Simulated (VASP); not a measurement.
Set up this calculation in VASP 6.6.1, as the native input.

* Task: single point
* Functional: PBE
* Potentials or basis: VASP PAW PBE potentials, release 64 (B, N)
* Cutoff: 520 eV
* k mesh: 10 × 10 × 10
* Occupations: gaussian, width 0.01 eV
* Spin: no spin polarisation
* Dipole correction: no
* Further INCAR settings: ALGO = Normal; EDIFF = 1e-06; NBANDS = 11

The structure of BN (Qingsongite) lies in POSCAR:

```
BN
1.0
    0.0000000000      1.7753526885      1.7753526885
    1.7753526885      0.0000000000      1.7753526885
    1.7753526885      1.7753526885      0.0000000000
B N
1 1
Direct
    0.0000000000      0.0000000000      0.0000000000
    0.2500000000      0.2500000000      0.2500000000
```

This cell differs from its parent crystal: volume changed by -6%.

These files were run (other wordings do the same):

INCAR

```
SYSTEM = BN
  PREC = Accurate
  ENCUT = 520
  EDIFF = 1E-6
  ISMEAR = 0
  SIGMA = 0.01
  LREAL = .FALSE.
  LASPH = .TRUE.
  NELM = 80
  ALGO = Normal
  ISIF = 2
  LWAVE = .FALSE.
  LCHARG = .TRUE.
  GGA = PE
  LELF = .TRUE.
  LVHAR = .TRUE.
  NBANDS = 11
```

KPOINTS

```
Automatic mesh
0
G
  10 10 10
  0 0 0
```

Potentials or basis: VASP PAW PBE potentials, release 64 (B, N).

Command:

```console
$ cat potpaw_PBE.64/B/POTCAR potpaw_PBE.64/N/POTCAR > POTCAR
$ mpirun -np 1 vasp_std > vasp.out
```

Results of the run:

```yaml
Pressure: 26.2 GPa
Band_gap_on_the_k_mesh: 4.51 eV, indirect (least direct gap 9.08 eV)
```

It took 6.1 s on 1 thread of Intel(R) Xeon(R) Platinum 8488C (Sapphire Rapids), on a shared host, peak memory 0.12 GiB.
